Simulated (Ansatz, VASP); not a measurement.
## B2P3: VASP beside Ansatz

File INCAR:

```
PREC     = Accurate       # precision mode
ENCUT    = 600            # plane-wave cutoff, eV
EDIFF    = 1E-6           # SCF threshold, eV
ISMEAR   = 0              # smearing method
SIGMA    = 0.1            # smearing width, eV
LREAL    = False          # projectors in reciprocal space
LASPH    = True           # aspherical terms in the spheres
NELM     = 60             # most SCF steps
ALGO     = Normal         # electronic algorithm
ISIF     = 3              # what is computed and relaxed
LWAVE    = False          # write WAVECAR
LCHARG   = False          # write CHGCAR
GGA      = PE             # functional
IBRION   = 2              # ionic algorithm
NSW      = 90             # ionic steps
EDIFFG   = -0.04          # ionic threshold
```

KPOINTS

```
Automatic mesh
0
Gamma
  6 6 4
```

POSCAR

```
B2P3
1.0
    2.3875914100     -2.6539248000      0.0000000000
    2.3875914100      2.6539248000      0.0000000000
    0.0000000000      0.0000000000      5.9341119500
B P
2 3
Direct
    0.0000000000      0.0000000000      0.3166697300
    0.0000000000      0.0000000000      0.6833302700
    0.0000000000      0.0000000000      0.0000000000
    0.0000000000      0.5000000000      0.0000000000
    0.5000000000      0.0000000000      0.0000000000
```

Input for Ansatz:

```yaml
crystal:
  lattice:
    - [2.38759141, -2.6539248, 0.0]
    - [2.38759141, 2.6539248, 0.0]
    - [0.0, 0.0, 5.93411195]
  atoms:
    - { symbol: B, position: [0.0, 0.0, 0.31666973] }
    - { symbol: B, position: [0.0, 0.0, 0.68333027] }
    - { symbol: P, position: [0.0, 0.0, 0.0] }
    - { symbol: P, position: [0.0, 0.5, 0.0] }
    - { symbol: P, position: [0.5, 0.0, 0.0] }
basis:
  ecutwfc: 420
kpoints:
  mp_grid: { grid: [6, 6, 4] }
hamiltonian:
  xc: pbe
scf:
  occupations: { method: gaussian, width: 0.1 }
  lower_state_search: "off"
output:
  forces: true
  stress: true
  eigenvalues: true
relax:
  adjacent_minimum: "off"
  f_tol: 0.04
  max_steps: 70
  cell: { stress_tol: 0.4 }
```

Alike in both runs: task relaxation of cell and atoms; functional PBE; k mesh 6 × 6 × 4; occupations gaussian, width 0.1 eV; no spin polarisation.

```csv
,VASP,Ansatz
version,VASP 6.6.1,Ansatz 0.2.0
potentials or method,"VASP PAW PBE potentials, release 64 (B, P), cutoff 600 eV","scalar-relativistic, plane waves, PAW"
valence electrons in the cell,21,21
```

Ansatz gave:

| Property | Result |
| --- | --- |
| gap on the k mesh at the Fermi level, each at its own relaxed structure (eV) | none |
| relaxed volume (Å³/atom) | 20.84 |
| relaxed cell length with the largest relative difference (Å) | 5.066 |

Question: Which values does VASP return?

Answer: gap on the k mesh at the Fermi level, each at its own relaxed structure (eV): none; relaxed volume (Å³/atom): 20.55; relaxed cell length with the largest relative difference (Å): 5.012.

A gap of «none» marks a metal or a gap that the smearing closes.

Noted on VASP's run: the volume moved by over 15 % at a fixed basis, so the end points are rough.
